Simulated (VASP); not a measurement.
Input of a VASP 6.6.1 run:

Contents of INCAR:

```
SYSTEM = CsSrF3
PREC = Accurate
ENCUT = 520
EDIFF = 1E-7
ISMEAR = 0
SIGMA = 0.01
LREAL = .FALSE.
LASPH = .TRUE.
NELM = 60
ALGO = Normal
ISIF = 2
LWAVE = .FALSE.
LCHARG = .FALSE.
NBANDS = 28
```

The input KPOINTS:

```
Automatic mesh
0
G
  4 4 4
  0 0 0
```

The input POSCAR:

```
CsSrF3
1.0
    4.8413468974      0.0000000000      0.0000000000
    0.0000000000      4.8413468974      0.0000000000
    0.0000000000      0.0000000000      4.8413468974
Cs Sr F
1 1 3
Direct
    0.0000000000      0.0000000000      0.0000000000
    0.5000000000      0.5000000000      0.5000000000
    0.0000000000      0.5000000000      0.5000000000
    0.5000000000      0.0000000000      0.5000000000
    0.5000000000      0.5000000000      0.0000000000
```

Potentials or basis: VASP PAW LDA potentials, release 64 (Cs_sv, Sr_sv, F).

Command:

```sh
$ cat potpaw_LDA.64/Cs_sv/POTCAR potpaw_LDA.64/Sr_sv/POTCAR potpaw_LDA.64/F/POTCAR > POTCAR
$ mpirun -np 1 vasp_std > vasp.out
```

(1) Estimate the band gap on the k mesh.

(2) What does it give for the pressure?

Answers

(1) 5.81 eV, indirect (least direct gap 5.85 eV).

(2) -4.6 GPa.

Caveat: spin-orbit coupling is left out, which moves the levels of the heavy elements.
